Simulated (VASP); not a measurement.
# BaTiO3 (P4mm) in VASP: notebook, part 2 of 2

VASP 6.6.1.

## (3) Single point, PBE+U

Contents of INCAR:

```
PREC = Accurate
ENCUT = 520
EDIFF = 1E-6
ISMEAR = -1
SIGMA = 0.05
LREAL = F
LASPH = T
NELM = 150
ALGO = Normal
ISIF = 2
LWAVE = F
LCHARG = F
LMAXMIX = 4
LDAU = T
LDAUTYPE = 2
LDAUL = -1 2 -1
LDAUU = 0 3 0
LDAUJ = 0 0 0
LDAUPRINT = 1
GGA = PE
NBANDS = 28
```

Contents of KPOINTS:

```
Automatic mesh
0
Gamma
  4 4 4
```

Contents of POSCAR:

```
BaTiO3
1.0
    3.9998000000      0.0000000000      0.0000000000
    0.0000000000      3.9998000000      0.0000000000
    0.0000000000      0.0000000000      4.0180000000
Ba Ti O
1 1 3
Direct
    0.0000000000      0.0000000000      0.0000000000
    0.5000000000      0.5000000000      0.4900000000
    0.5000000000      0.5000000000      0.0190000000
    0.5000000000      0.0000000000      0.5170000000
    0.0000000000      0.5000000000      0.5170000000
```

Potentials or basis: VASP PAW PBE potentials, release 64 (Ba_sv, Ti_sv, O).

The run is started by

```sh
$ cat potpaw_PBE.64/Ba_sv/POTCAR potpaw_PBE.64/Ti_sv/POTCAR potpaw_PBE.64/O/POTCAR > POTCAR
$ mpirun -np 1 vasp_std > vasp.out
```

OUTCAR:

```text
PREC = Accurate
   ENCUT = 520
   EDIFF = 1E-6
   ISMEAR = -1
   LREAL = F
   LASPH = T
   NELM = 150
   ISIF = 2
   GGA = PE

 ion  position               nearest neighbor table
   1  0.000  0.000  0.000-   4 2.79   5 2.79   5 2.79   4 2.79   3 2.83   3 2.83   3 2.83   3 2.83
                             4 2.88   5 2.88   5 2.88   4 2.88   2 3.45   2 3.45   2 3.45   2 3.45
   2  0.500  0.500  0.490-   3 1.89   4 2.00   5 2.00   4 2.00   5 2.00   3 2.13   1 3.45   1 3.45
                             1 3.45   1 3.45   1 3.49   1 3.49   1 3.49   1 3.49
   3  0.500  0.500  0.019-   2 1.89   2 2.13   1 2.83   1 2.83   1 2.83   1 2.83
   4  0.500  0.000  0.517-   2 2.00   2 2.00   1 2.79   1 2.79   1 2.88   1 2.88
[... 792 lines left out ...]
  -------------------------------------------------------------------------------------
  Total        2.4998755      2.4998755      2.9934446      0.0000000     -0.0000000      0.0000000
  in kB       62.3078078     62.3078078     74.6097042      0.0000000     -0.0000000      0.0000000
  external PRESSURE =      66.4084400 kB  Pullay stress =       0.0000000 kB

 VOLUME and BASIS-vectors are now :
 -----------------------------------------------------------------------------
  energy-cutoff  :      520.00
  volume of cell :       64.28
      direct lattice vectors                 reciprocal lattice vectors
     3.999800000  0.000000000  0.000000000     0.250012501  0.000000000  0.000000000
     0.000000000  3.999800000  0.000000000     0.000000000  0.250012501  0.000000000
     0.000000000  0.000000000  4.018000000     0.000000000  0.000000000  0.248880040

 POSITION                                       TOTAL-FORCE (eV/Angst)
 -----------------------------------------------------------------------------------
      0.00000      0.00000      0.00000        -0.000000     -0.000000      0.066737
      1.99990      1.99990      1.96882        -0.000000      0.000000      0.257289
      1.99990      1.99990      0.07634        -0.000000      0.000000     -0.109938
      1.99990      0.00000      2.07731        -0.000000     -0.000000     -0.107044
      0.00000      1.99990      2.07731         0.000000     -0.000000     -0.107044
 -----------------------------------------------------------------------------------
    total drift:                                0.000000      0.000000      0.000294

  FREE ENERGIE OF THE ION-ELECTRON SYSTEM (eV)
  ---------------------------------------------------
  free  energy   TOTEN  =       -37.9219313664 eV

  energy  without entropy=      -37.9219313663  energy(sigma->0) =      -37.92193137
```

OSZICAR:

```text
N       E                     dE             d eps       ncg     rms          rms(c)
DAV:   1     0.441240940113E+03    0.44124E+03   -0.20768E+04  1008   0.154E+03
DAV:   2    -0.373652224636E+01   -0.44498E+03   -0.42673E+03  1184   0.428E+02
DAV:   3    -0.474722812561E+02   -0.43736E+02   -0.43381E+02  1460   0.133E+02
DAV:   4    -0.495547475340E+02   -0.20825E+01   -0.20780E+01  1468   0.245E+01
DAV:   5    -0.496185016007E+02   -0.63754E-01   -0.63743E-01  1412   0.336E+00    0.234E+01
DAV:   6    -0.379074735450E+02    0.11711E+02   -0.56919E+01  1416   0.671E+01    0.917E+00
DAV:   7    -0.379781895305E+02   -0.70716E-01   -0.69879E+00  1304   0.169E+01    0.579E+00
DAV:   8    -0.379555860000E+02    0.22604E-01   -0.12685E+00  1220   0.102E+01    0.237E+00
DAV:   9    -0.379284104850E+02    0.27176E-01   -0.22676E-01  1260   0.419E+00    0.974E-01
DAV:  10    -0.379346787934E+02   -0.62683E-02   -0.95584E-02  1156   0.195E+00    0.980E-01
DAV:  11    -0.379218291440E+02    0.12850E-01   -0.43676E-02  1348   0.188E+00    0.676E-02
DAV:  12    -0.379219606702E+02   -0.13153E-03   -0.18910E-03  1148   0.286E-01    0.681E-02
DAV:  13    -0.379219771066E+02   -0.16436E-04   -0.99686E-04  1468   0.262E-01    0.650E-02
DAV:  14    -0.379219309836E+02    0.46123E-04   -0.23266E-04  1456   0.129E-01    0.753E-03
DAV:  15    -0.379219317771E+02   -0.79344E-06   -0.12226E-05  1152   0.325E-02    0.689E-03
DAV:  16    -0.379219313664E+02    0.41063E-06   -0.13820E-06   876   0.113E-02
   1 F= -.37921931E+02 E0= -.37921931E+02  d E =-.972161E-10
```

Wall time 50 s (1 thread of Intel Xeon Platinum 8175M at 2.50GHz (Skylake/Cascade Lake), shared host); peak memory 0.19 GiB.

Results:

| Item | Value |
| --- | --- |
| Free energy | -37.9219 eV |
| Pressure | 6.6 GPa |
| Largest force | 0.257 eV/Å |
| Band gap on the k mesh | 2.11 eV, indirect (least direct gap 2.42 eV) |

Forces on the atoms (eV/Å):
```
Ba   0.000  0.000  0.067
Ti   0.000  0.000  0.257
O    0.000  0.000 -0.110
O    0.000  0.000 -0.107
O    0.000  0.000 -0.107
```

Stress tensor (GPa, compression positive):
```
6.23 0.00 0.00
0.00 6.23 0.00
0.00 0.00 7.46
```

Eigenvalues of the final occupation matrices:
```
    site  spin  trace               eigenvalues
site 2 d     1   0.82  0.11 0.11 0.11 0.24 0.24
site 2 d     2   0.82  0.11 0.11 0.11 0.24 0.24
```

Caveat: spin-orbit coupling is left out, which moves the levels of the heavy elements.

## (4) Single point, PBE+U

Contents of INCAR:

```
ALGO = Normal
EDIFF = 1E-6
ENCUT = 520
GGA = PE
ISIF = 2
ISMEAR = -1
LASPH = True
LCHARG = False
LDAU = True
LDAUJ = 0 0 0
LDAUL = -1 2 -1
LDAUPRINT = 1
LDAUTYPE = 2
LDAUU = 0 5 0
LMAXMIX = 4
LREAL = False
LWAVE = False
NBANDS = 28
NELM = 150
PREC = Accurate
SIGMA = 0.05
```

Contents of KPOINTS:

```
k-points
0
Gamma
  4 4 4
```

POSCAR is that of step 3.

The run is started by

```sh
$ cat potpaw_PBE.64/Ba_sv/POTCAR potpaw_PBE.64/Ti_sv/POTCAR potpaw_PBE.64/O/POTCAR > POTCAR
$ mpirun -np 1 vasp_std > vasp.out
```

It took 64 s on 1 thread of Intel Xeon Platinum 8175M at 2.50GHz (Skylake/Cascade Lake), shared host; peak memory 0.19 GiB.

Results (log left out):

* Free energy: -36.6238 eV
* Pressure: 8.3 GPa
* Largest force: 0.564 eV/Å
* Band gap on the k mesh: 2.37 eV, indirect (least direct gap 2.69 eV)

Forces in eV/Å, atoms in the order of the input:
```
Ba   0.000  0.000  0.063
Ti   0.000  0.000  0.564
O    0.000  0.000 -0.393
O    0.000  0.000 -0.117
O    0.000  0.000 -0.117
```

Stress tensor (GPa, compression positive):
```
7.85 0.00 0.00
0.00 7.85 0.00
0.00 0.00 9.24
```

Levels at points of the mesh, in eV from the valence-band top:
| k point | band 16 | band 17 | band 18 | band 19 | band 20 | band 21 | band 22 | band 23 | band 24 | band 25 |
| --- | --- | --- | --- | --- | --- | --- | --- | --- | --- | --- |
| (0.00, 0.00, 0.00) | -1.23 | -1.15 | -0.35 | -0.31 | -0.31 | 2.37 | 2.52 | 2.52 | 4.02 | 4.07 |
| (0.50, 0.00, 0.00) | -1.97 | -1.73 | -1.67 | -0.99 | -0.92 | 2.70 | 4.05 | 4.05 | 4.06 | 5.80 |
| (0.50, 0.50, 0.00) | -2.64 | -1.95 | -0.99 | -0.99 | -0.09 | 4.08 | 4.08 | 4.51 | 4.65 | 7.60 |
| (0.00, 0.00, 0.50) | -1.98 | -1.84 | -1.84 | -0.79 | -0.79 | 2.57 | 4.02 | 4.08 | 4.08 | 5.91 |
| (0.50, 0.00, 0.50) | -2.59 | -1.91 | -0.93 | -0.91 | -0.17 | 4.08 | 4.10 | 4.47 | 4.79 | 7.55 |
| (0.50, 0.50, 0.50) | -2.34 | -2.31 | -0.08 | -0.08 | 0.00 | 4.71 | 4.71 | 4.73 | 6.45 | 6.61 |

Eigenvalues of the final occupation matrices:
```tsv
site	spin	trace	eigenvalues
site 2 d	1	0.78	0.10 0.10 0.10 0.23 0.24
site 2 d	2	0.78	0.10 0.10 0.10 0.23 0.24
```

Caveat: spin-orbit coupling is left out, which moves the levels of the heavy elements.

## (5) Single point, PBE+U

Contents of INCAR:

```
ALGO = Normal ; EDIFF = 1E-6
ENCUT = 520 ; GGA = PE
ISIF = 2 ; ISMEAR = -1
LASPH = True ; LCHARG = True
LDAU = True ; LDAUJ = 0 0 0
LDAUL = -1 2 -1 ; LDAUPRINT = 1
LDAUTYPE = 2 ; LDAUU = 0 7 0
LELF = True ; LMAXMIX = 4
LREAL = False ; LVHAR = True
LWAVE = False ; NBANDS = 28
NELM = 150 ; PREC = Accurate
SIGMA = 0.05
```

KPOINTS is that of step 4.

POSCAR is that of step 4.

The run is started by

```sh
$ cat potpaw_PBE.64/Ba_sv/POTCAR potpaw_PBE.64/Ti_sv/POTCAR potpaw_PBE.64/O/POTCAR > POTCAR
$ mpirun -np 1 vasp_std > vasp.out
```

Wall time 45 s (1 thread of Intel Xeon Platinum 8175M at 2.50GHz (Skylake/Cascade Lake), shared host); peak memory 0.19 GiB.

Results (log left out):

```yaml
Free_energy: -35.3813 eV
Pressure: 10.0 GPa
Largest_force: 0.871 eV/Å
Band_gap_on_the_k_mesh: 2.65 eV, indirect (least direct gap 2.98 eV)
```

Forces on the atoms (eV/Å):
```
Ba   0.000  0.000  0.059
Ti   0.000  0.000  0.871
O    0.000  0.000 -0.679
O    0.000  0.000 -0.126
O    0.000  0.000 -0.126
```

Stress tensor (GPa, compression positive):
```
 9.52  0.00  0.00
 0.00  9.52  0.00
 0.00  0.00 11.08
```

Levels at points of the mesh, in eV from the valence-band top:
```csv
k point,band 17,band 18,band 19,band 20,band 21,band 22,band 23,band 24
"(0.00, 0.00, 0.00)",-1.16,-0.36,-0.32,-0.32,2.65,2.78,2.78,4.08
"(0.50, 0.00, 0.00)",-1.68,-1.64,-1.01,-0.95,2.98,4.08,4.32,4.32
"(0.50, 0.50, 0.00)",-2.03,-0.99,-0.99,-0.09,4.35,4.35,4.66,4.80
"(0.00, 0.00, 0.50)",-1.79,-1.79,-0.82,-0.82,2.87,4.08,4.35,4.35
"(0.50, 0.00, 0.50)",-1.99,-0.94,-0.92,-0.17,4.36,4.37,4.75,4.81
"(0.50, 0.50, 0.50)",-2.26,-0.08,-0.08,0.00,4.98,4.98,5.01,6.42
```

Eigenvalues of the final occupation matrices:
```csv
site,spin,trace,eigenvalues
site 2 d,1,0.74,0.09 0.09 0.09 0.23 0.24
site 2 d,2,0.74,0.09 0.09 0.09 0.23 0.24
```

Caveat: spin-orbit coupling is left out, which moves the levels of the heavy elements. A k mesh can miss the band edges.

## (6) Summary

```csv
U,gap on the mesh (eV),pressure (GPa),largest force (eV/Å)
Ti d U = 1.0 eV,1.87,5.1,0.17
Ti d U = 3.0 eV,2.11,6.6,0.26
Ti d U = 5.0 eV,2.37,8.3,0.56
Ti d U = 7.0 eV,2.65,10.0,0.87
```

Alike in all rows: task single point; level PBE+U; potentials or basis VASP PAW PBE potentials, release 64 (Ba_sv, Ti_sv, O); no spin polarisation; cell as given; k mesh 4 × 4 × 4; cutoff (eV) 520; smearing fermi-dirac 0.05 eV.

On the cell as given the gap runs from 1.87 eV (PBE+U) to 2.65 eV (PBE+U).

Caveats: spin-orbit coupling is left out, which moves the levels of the heavy elements.

Total energies depend on the potentials used, so only differences within one code and one set of settings carry meaning.
